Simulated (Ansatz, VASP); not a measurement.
**Mo: VASP beside Ansatz**

The input INCAR:

```
PREC = Accurate
ENCUT = 520
EDIFF = 1E-6
ISMEAR = -1
SIGMA = 0.05
LREAL = F
LASPH = T
NELM = 80
ALGO = Normal
ISIF = 2
LWAVE = F
LCHARG = F
GGA = PE
NBANDS = 13
```

KPOINTS

```
Automatic mesh
0
Gamma
  18 18 18
```

The input POSCAR:

```
Mo
1.0
    0.0000000000      2.0143006544      2.0143006544
    2.0143006544      0.0000000000      2.0143006544
    2.0143006544      2.0143006544      0.0000000000
Mo
1
Direct
    0.0000000000      0.0000000000      0.0000000000
```

Input for Ansatz:

```yaml
crystal:
  lattice:
    - [0.0, 2.0143006544, 2.0143006544]
    - [2.0143006544, 0.0, 2.0143006544]
    - [2.0143006544, 2.0143006544, 0.0]
  atoms:
    - { symbol: Mo, position: [0.0, 0.0, 0.0] }
kpoints:
  mp_grid: { grid: [18, 18, 18] }
scf:
  occupations: { method: fermi_dirac, width: 0.05 }
hamiltonian:
  xc: pbe
  pseudopotentials: { kind: all_electron, lapw: { basis_error: 0.0005 } }
output:
  forces: true
  stress: true
  eigenvalues: true
```

Change from the starting cell: volume scaled by 1.02.

Alike in both runs: task single point; functional PBE; k mesh 18 × 18 × 18; occupations fermi-dirac, width 0.05 eV; no spin polarisation.

|  | VASP | Ansatz |
| --- | --- | --- |
| version | VASP 6.6.1 | Ansatz 0.2.0 |
| potentials or method | VASP PAW PBE potentials, release 64 (Mo_sv), cutoff 520 eV | all-electron LAPW, scalar-relativistic |

VASP gave:

| Property | Result |
| --- | --- |
| pressure (GPa) | -4.1 |

Q: What did Ansatz give for the same quantities?

A: Pressure (GPa): -4.5.

Ansatz ran all-electron here, and VASP with PAW potentials.
